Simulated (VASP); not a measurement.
# Si13Ge3 (P1) in VASP: single point with PBEsol

Aim: the single point of Si13Ge3 with PBEsol.

Everything below comes from runs of VASP 6.6.1. Logs are shortened: lines on timing, memory, paths and dates and some standing lists are left out, and cuts for length are marked.

## 1. The cell of the first run

The typed cell holds 128 atoms: a = 15.480 Å, b = 15.480 Å, c = 15.480 Å, α = 60.00°, β = 60.00°, γ = 60.00°.

## 2. Single point, PBEsol

Input file INCAR:

```
SYSTEM = Si13Ge3
  PREC = Accurate
  ENCUT = 550
  EDIFF = 1E-6
  ISMEAR = -1
  SIGMA = 0.05
  LREAL = Auto
  LASPH = .TRUE.
  NELM = 120
  ALGO = Normal
  ISIF = 2
  LWAVE = .FALSE.
  LCHARG = .FALSE.
  GGA = PS
  NBANDS = 446
  GGA_COMPAT = .FALSE.
  ISYM = -1
  KPAR = 1
```

Input file KPOINTS:

```
explicit points
1
Reciprocal
  0.50000000   0.50000000   0.50000000 1
```

Input file POSCAR:

```
Si13Ge3
1.0
    0.0000000000     10.9459268319     10.9459268319
   10.9459268319      0.0000000000     10.9459268319
   10.9459268319     10.9459268319      0.0000000000
Ge Si
24 104
Direct
    0.9997420000      0.0032630000      0.9984100000
    0.9993540000      0.4992600000      0.0020910000
    0.2476850000      0.2507530000      0.2517350000
    0.9992680000      0.4987610000      0.5027060000
    0.2508320000      0.7497340000      0.2497250000
    0.7506750000      0.7490450000      0.2502550000
[... 120 lines left out ...]
    0.0634800000      0.8127140000      0.8119230000
    0.5629480000      0.8116770000      0.8131420000
```

Potentials or basis: VASP PAW PBE potentials, release 64 (Ge_d, Si).

Run with:

```console
> cat potpaw_PBE.64/Ge_d/POTCAR potpaw_PBE.64/Si/POTCAR > POTCAR
> mpirun -np 4 vasp_std > vasp.out
```

OUTCAR:

```text
SYSTEM = Si13Ge3
   PREC = Accurate
   ENCUT = 550
   EDIFF = 1E-6
   ISMEAR = -1
   LREAL = Auto
   LASPH = .TRUE.
   NELM = 120
   ISIF = 2
   GGA = PS
   ISYM = -1

 ion  position               nearest neighbor table
   1  1.000  0.003  0.998-  65 2.39 114 2.39  35 2.40  22 2.43
   2  0.999  0.499  0.002-  86 2.39  37 2.39 119 2.39  16 2.43
   3  0.248  0.251  0.252- 115 2.38  13 2.42   7 2.43  20 2.43
   4  0.999  0.499  0.503-  41 2.39 126 2.39  88 2.39  14 2.43
   5  0.251  0.750  0.250-  89 2.38  64 2.39 121 2.40  42 2.40
   6  0.751  0.749  0.250-  92 2.39  43 2.39 124 2.39  67 2.40
[... 120 lines left out ...]
 127  0.063  0.813  0.812-  75 2.36 111 2.36  33 2.36  51 2.37
 128  0.563  0.812  0.813-  55 2.35  34 2.36  78 2.36 112 2.37

IMPORTANT INFORMATION: All symmetrisations will be switched off!
NOSYMM: (Re-)initialisation of all symmetry stuff for point group C_1.

----------------------------------------------------------------------------------------

                                     Primitive cell

  volume of cell :    2622.9355

  direct lattice vectors                    reciprocal lattice vectors
     0.000000000 10.945926832 10.945926832    -0.045679092  0.045679092  0.045679092
    10.945926832  0.000000000 10.945926832     0.045679092 -0.045679092  0.045679092
    10.945926832 10.945926832  0.000000000     0.045679092  0.045679092 -0.045679092

  length of vectors
    15.479878178 15.479878178 15.479878178     0.079118508  0.079118508  0.079118508

  position of ions in fractional coordinates (direct lattice)
     0.999742000  0.003263000  0.998410000
     0.999354000  0.499260000  0.002091000
     0.247685000  0.250753000  0.251735000
     0.999268000  0.498761000  0.502706000
     0.250832000  0.749734000  0.249725000
     0.750675000  0.749045000  0.250255000
[... 120 lines left out ...]
     0.063480000  0.812714000  0.811923000
     0.562948000  0.811677000  0.813142000

  ion indices of the primitive-cell ions
   primitive index   ion index
                 1           1
                 2           2
                 3           3
                 4           4
                 5           5
                 6           6
[... 120 lines left out ...]
               127         127
               128         128

----------------------------------------------------------------------------------------

 KPOINTS: explicit points

Read explicit list of k-points.

 Found      1 k-points:
   k-points           NKPTS =      1   k-points in BZ     NKDIM =      1   number of bands    NBANDS=    448
   number of dos      NEDOS =    301   number of ions     NIONS =    128
   total plane-waves  NPLWV = ******
   dimension x,y,z NGX =   120 NGY =  120 NGZ =  120
   dimension x,y,z NGXF=   240 NGYF=  240 NGZF=  240
   ions per type =              24 104
   NGX,Y,Z   is equivalent  to a cutoff of  12.89, 12.89, 12.89 a.u.
   NGXF,Y,Z  is equivalent  to a cutoff of  25.77, 25.77, 25.77 a.u.
 SYSTEM =  Si13Ge3
   PREC   = accura    normal or accurate (medium, high low for compatibility)
   ISTART =      0    job   : 0-new  1-cont  2-samecut
   ICHARG =      2    charge: 1-file 2-atom 10-const
   ISPIN  =      1    spin polarized calculation?
   LNONCOLLINEAR =      F non collinear calculations
   LSORBIT =      F    spin-orbit coupling
   LASPH  =      T    aspherical Exc in radial PAW
   ENCUT  =  550.0 eV  40.42 Ry    6.36 a.u.  29.60 29.60 29.60*2*pi/ulx,y,z
   NELM   =    120;   NELMIN=  2; NELMDL= -5     # of ELM steps
   EDIFF  = 0.1E-05   stopping-criterion for ELM
   LREAL  =      T    real-space projection
   EDIFFG = 0.1E-04   stopping-criterion for IOM
   NSW    =      0    number of steps for IOM
   IBRION =     -1    ionic relax: 0-MD 1-quasi-New 2-CG
   NFREE  =      0    steps in history (QN), initial steepest desc. (CG)
   ISIF   =      2    stress and relaxation
   ISYM   =     -1    0-nonsym 1-usesym 2-fastsym
   POTIM  = 0.5000    time-step for ionic-motion
   TEBEG  =    0.0;   TEEND  =   0.0 temperature during run
   PSTRESS=    0.0 pullay stress
   NELECT =     752.0000    total number of electrons
   NUPDOWN=      -1.0000    fix difference up-down
   EMIN   =  10.00;   EMAX   =-10.00  energy-range for DOS
   EFERMI =   0.00;   METHOD = LEGACY
   ISMEAR =    -1;   SIGMA  =   0.05  broadening in eV -4-tet -1-fermi 0-gaus
   EFERMI_NEDOS =   21; number of points for ismear=-14 and -15
   IALGO  =     38    algorithm
   IMIX   =      4    mixing-type and parameters
     AMIX     =   0.40;   BMIX     =  1.00
     AMIX_MAG =   1.60;   BMIX_MAG =  1.00
  volume/ion in A,a.u.               =      20.49       138.28
  Fermi-wavevector in a.u.,A,eV,Ry     =   1.079489  2.039938 15.854823  1.165297
  Thomas-Fermi vector in A             =   2.215455
   LORBIT       =      0    0 simple, 1 ext, 2 COOP (PROOUT), +10 PAW based schemes
   GGA     = PS    functional components
   LHFCALC =     F    Hartree Fock is set to
   AEXX    =    0.0000 exact exchange contribution
   IVDW    =     0    specifies the selected vdW correction
   LEPSILON=     F    determine dielectric tensor
   LRPA    =     F    only Hartree local field effects (RPA)
 non-spin polarized calculation
  energy-cutoff  :      550.00
  volume of cell :     2622.94
 maximum number of plane-waves:     76728
 NGX is ok and might be reduce to   120
   NGX = 59   NGY = 59   NGZ = 59

 number of electron     751.9999951 magnetization

 Free energy of the ion-electron system (eV)
  ---------------------------------------------------
  ext. energy  EPLUGINS =         0.00000000
  ---------------------------------------------------
  free energy    TOTEN  =      -715.24776967 eV

  energy without entropy =     -715.24742820  energy(sigma->0) =     -715.24759893

 E-fermi :   5.8107     XC(G=0):  -9.6792

 val. band max:        5.3101279732   @ k =   0.5000   0.5000   0.5000
 cond. band min:       6.2928853295   @ k =   0.5000   0.5000   0.5000
 fundamental gap:      0.9827573563
 Fermi energy:         5.8107153428

 k-point     1 :       0.5000    0.5000    0.5000
  band No.  band energies     occupation
      1     -18.7583      2.00000
      2     -18.7378      2.00000
      3     -18.7199      2.00000
      4     -18.7103      2.00000
      5     -18.7060      2.00000
      6     -18.7037      2.00000
[... 380 lines left out ...]
    387       6.8529      0.00000
    388       6.8764      0.00000
 [bands above 388 left out]

------------------------ aborting loop because EDIFF is reached ----------------------------------------

  FORCE on cell =-STRESS in cart. coord.  units (eV):
  Direction    XX          YY          ZZ          XY          YZ          ZX
  --------------------------------------------------------------------------------------
  -------------------------------------------------------------------------------------
  Total        0.7017847      0.6729920      0.6751131    -18.4546972    -18.3521876    -18.6722191
  in kB        0.4286737      0.4110862      0.4123818    -11.2727503    -11.2101340    -11.4056200
  external PRESSURE =       0.4173806 kB  Pullay stress =       0.0000000 kB

 VOLUME and BASIS-vectors are now :
 -----------------------------------------------------------------------------
  energy-cutoff  :      550.00
  volume of cell :     2622.94
      direct lattice vectors                 reciprocal lattice vectors
     0.000000000 10.945926832 10.945926832    -0.045679092  0.045679092  0.045679092
    10.945926832  0.000000000 10.945926832     0.045679092 -0.045679092  0.045679092
    10.945926832 10.945926832  0.000000000     0.045679092  0.045679092 -0.045679092

 POSITION                                       TOTAL-FORCE (eV/Angst)
 -----------------------------------------------------------------------------------
     10.96424     21.87163     10.97882         0.001178      0.004803      0.001497
      5.48775     10.96174     16.40372         0.003526      0.010626     -0.008597
      5.50020      5.46661      5.45587        -0.006648     -0.003643     -0.004189
     10.96198     16.44050     16.39732         0.004201      0.009442      0.002601
     10.94001      5.47906     10.95212         0.006671      0.001061      0.007599
     10.93826     10.95611     16.41583         0.003707     -0.002485     -0.000339
[... 120 lines left out ...]
     17.78316      9.58210      9.59076        -0.005500     -0.008074      0.009030
     17.78515     15.06258     15.04654        -0.003970     -0.008902     -0.002538
 -----------------------------------------------------------------------------------
    total drift:                               -0.003688     -0.002433      0.013344

  FREE ENERGIE OF THE ION-ELECTRON SYSTEM (eV)
  ---------------------------------------------------
  free  energy   TOTEN  =      -715.2477696674 eV

  energy  without entropy=     -715.2474281981  energy(sigma->0) =     -715.24759893
```

It took 24 min on 4 MPI ranks of Intel Xeon Platinum 8559C (Emerald Rapids), shared host; peak memory 1.2 GiB.

What came out:

| Property | Result |
| --- | --- |
| Free energy | -715.2478 eV |
| Pressure | 0.0 GPa |
| Largest force | 0.032 eV/Å |
| Band gap on the k mesh | 0.98 eV |

Forces on the atoms (eV/Å):
```
Ge   0.001  0.005  0.001
Ge   0.004  0.011 -0.009
Ge  -0.007 -0.004 -0.004
Ge   0.004  0.009  0.003
Ge   0.007  0.001  0.008
Ge   0.004 -0.002  0.000
Ge  -0.011 -0.001  0.005
Ge   0.004 -0.016 -0.012
Ge  -0.003  0.007 -0.006
Ge  -0.004 -0.014  0.018
Ge  -0.008 -0.009 -0.001
Ge   0.000  0.003  0.001
Ge   0.000  0.009  0.001
Ge  -0.001 -0.010 -0.011
Ge   0.008 -0.012 -0.010
Ge  -0.004 -0.013 -0.003
Ge  -0.005 -0.012  0.000
Ge   0.004 -0.005 -0.001
Ge   0.007  0.006  0.011
Ge  -0.007 -0.019  0.003
Ge   0.010 -0.005  0.010
Ge  -0.008  0.005  0.001
Ge   0.008 -0.016  0.009
Ge  -0.005 -0.004  0.009
Si  -0.001  0.005  0.001
Si   0.000  0.016 -0.008
Si   0.008 -0.005  0.002
Si   0.003  0.010  0.006
Si  -0.004  0.002 -0.008
Si  -0.025  0.014 -0.015
Si  -0.003  0.001  0.008
Si   0.010  0.001  0.000
Si   0.003 -0.001 -0.006
Si   0.004  0.007  0.015
Si   0.002 -0.013  0.004
Si  -0.003  0.004  0.002
Si  -0.002 -0.004  0.005
Si  -0.002 -0.009  0.016
Si   0.003 -0.001  0.004
Si   0.004 -0.004 -0.001
Si  -0.013 -0.003  0.011
Si   0.002 -0.013 -0.001
Si  -0.009 -0.007 -0.005
Si  -0.010  0.010 -0.009
Si   0.001  0.000 -0.008
Si  -0.009  0.000 -0.005
Si   0.007 -0.001  0.001
Si   0.010 -0.011  0.015
Si  -0.008  0.012 -0.002
Si   0.003 -0.008 -0.014
Si   0.009  0.011 -0.001
Si  -0.005  0.005  0.004
Si  -0.001  0.006  0.007
Si   0.003 -0.002  0.004
Si  -0.006  0.002 -0.005
Si  -0.005  0.003  0.007
Si  -0.001  0.012 -0.001
Si  -0.005  0.003 -0.007
Si   0.000  0.002  0.010
Si   0.008  0.002  0.003
Si   0.015 -0.009  0.012
Si   0.000 -0.001 -0.004
Si  -0.006 -0.010 -0.009
Si   0.011  0.005  0.004
Si   0.001 -0.003 -0.007
Si  -0.001  0.002  0.007
Si  -0.009  0.010 -0.002
Si   0.010 -0.007 -0.001
Si   0.000 -0.004 -0.007
Si   0.006 -0.005  0.008
Si   0.000  0.001 -0.004
Si  -0.009  0.015  0.011
Si   0.002  0.013 -0.004
Si   0.011 -0.010 -0.004
Si   0.011  0.007 -0.003
Si  -0.006  0.012 -0.003
Si   0.005  0.018  0.004
Si   0.005  0.013 -0.001
Si   0.002  0.003  0.004
Si  -0.004 -0.003 -0.002
Si  -0.008  0.014  0.000
Si   0.001  0.015  0.000
Si   0.003  0.014 -0.004
Si  -0.003  0.019 -0.011
Si   0.015 -0.006  0.000
Si   0.006 -0.025  0.004
Si  -0.002  0.007 -0.004
Si   0.002 -0.010  0.003
Si   0.020 -0.003 -0.022
Si  -0.005 -0.007 -0.004
Si  -0.002 -0.005 -0.010
Si   0.000 -0.011  0.002
Si  -0.008 -0.008 -0.002
Si  -0.002 -0.018  0.006
Si  -0.001 -0.002  0.005
Si  -0.003 -0.011  0.001
Si   0.005 -0.013  0.006
Si  -0.011  0.004 -0.008
Si   0.010  0.003 -0.002
Si  -0.022  0.020  0.002
Si  -0.012  0.002 -0.006
Si  -0.007  0.015 -0.002
Si   0.008 -0.003  0.006
Si   0.006  0.007 -0.003
Si  -0.010  0.005  0.011
Si   0.000  0.003  0.011
Si   0.002 -0.003 -0.011
Si  -0.013  0.015 -0.008
Si  -0.005 -0.003  0.002
Si   0.017  0.000 -0.012
Si   0.006  0.009 -0.012
Si   0.000  0.022 -0.005
Si   0.005 -0.011  0.008
Si  -0.007  0.019 -0.005
Si   0.004 -0.006  0.005
Si   0.000  0.001  0.005
Si   0.002 -0.012  0.002
Si   0.007  0.002 -0.006
Si   0.001 -0.004  0.000
Si   0.008 -0.011 -0.007
Si  -0.014 -0.003 -0.001
Si   0.014 -0.008  0.002
Si   0.000 -0.013  0.001
Si  -0.002  0.001  0.001
Si   0.002  0.005  0.000
Si  -0.011  0.002  0.006
Si  -0.005 -0.008  0.009
Si  -0.004 -0.009 -0.003
```

Caveat: the PAW data sets were made with another functional, which shifts forces and pressure a little; a shifted mesh leaves out Γ, where band edges can lie. A k mesh can miss the band edges.
